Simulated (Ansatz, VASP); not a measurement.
Two plane-wave programs on EuO

Contents of INCAR:

```
  ALGO = Normal
  EDIFF = 1E-6
  ENCUT = 600
  GGA = CA
  GGA_COMPAT = False
  ISIF = 2
  ISMEAR = -1
  ISPIN = 2
  LASPH = True
  LCHARG = False
  LDAU = True
  LDAUJ = 0 0
  LDAUL = 3 -1
  LDAUPRINT = 1
  LDAUTYPE = 2
  LDAUU = 2 0
  LMAXMIX = 6
  LORBIT = 11
  LREAL = False
  LWAVE = False
  MAGMOM = 7 0
  NBANDS = 22
  NELM = 200
  PREC = Accurate
  SIGMA = 0.1
```

KPOINTS

```
k-points
0
Gamma
  9 9 9
```

Contents of POSCAR:

```
EuO
1.0
    0.0000000000      2.5719500000      2.5719500000
    2.5719500000      0.0000000000      2.5719500000
    2.5719500000      2.5719500000      0.0000000000
Eu O
1 1
Direct
    0.0000000000      0.0000000000      0.0000000000
    0.5000000000      0.5000000000      0.5000000000
```

Input for Ansatz:

```yaml
crystal:
  lattice:
    - [0.0, 2.57195, 2.57195]
    - [2.57195, 0.0, 2.57195]
    - [2.57195, 2.57195, 0.0]
  atoms:
    - { symbol: Eu, position: [0.0, 0.0, 0.0] }
    - { symbol: O, position: [0.5, 0.5, 0.5] }
basis:
  ecutwfc: 450.0
kpoints:
  mp_grid:
    grid: [9, 9, 9]
hamiltonian:
  xc: lda
  hubbard:
    - { species: Eu, l: f, u_eff: 2.0 }
magnetization:
  spin_polarized: true
  per_species:
    Eu: 7.0
scf:
  occupations:
    method: fermi_dirac
output:
  eigenvalues: true
```

Alike in both runs: task single point; functional LDA; k mesh 9 × 9 × 9; collinear spin; Hubbard terms Eu f U = 2.0 eV.

|  | VASP | Ansatz |
| --- | --- | --- |
| version | VASP 6.6.1 | Ansatz 0.2.0 |
| potentials or method | VASP PAW PBE potentials, release 64 (Eu, O), cutoff 600 eV | plane waves, PAW |
| occupations | fermi-dirac, width 0.1 eV | fermi-dirac |
| valence electrons in the cell | 23 | 23 |

Ansatz gave:

* gap on the k mesh at the Fermi level (eV): none
* net moment per atom (μB): 3.49
* size of the moment on the site where the two differ most (μB): 6.66

**Question.** Estimate VASP's values.

**Answer.** gap on the k mesh at the Fermi level (eV): none; net moment per atom (μB): 3.48; size of the moment on the site where the two differ most (μB): 6.64.

VASP's potentials were made for PBE, not for LDA. LDA's correlation is that of Perdew and Zunger in VASP and of Perdew and Wang (1992) in Ansatz. Site moments also hang on the region over which each program counts them. The programs project onto different local orbitals, so the same U acts differently, and such runs can settle in different states. A gap of «none» marks a metal or a gap that the smearing closes. Ansatz's warnings: filled band counts differ across k points.

Neither program's run includes spin-orbit coupling.
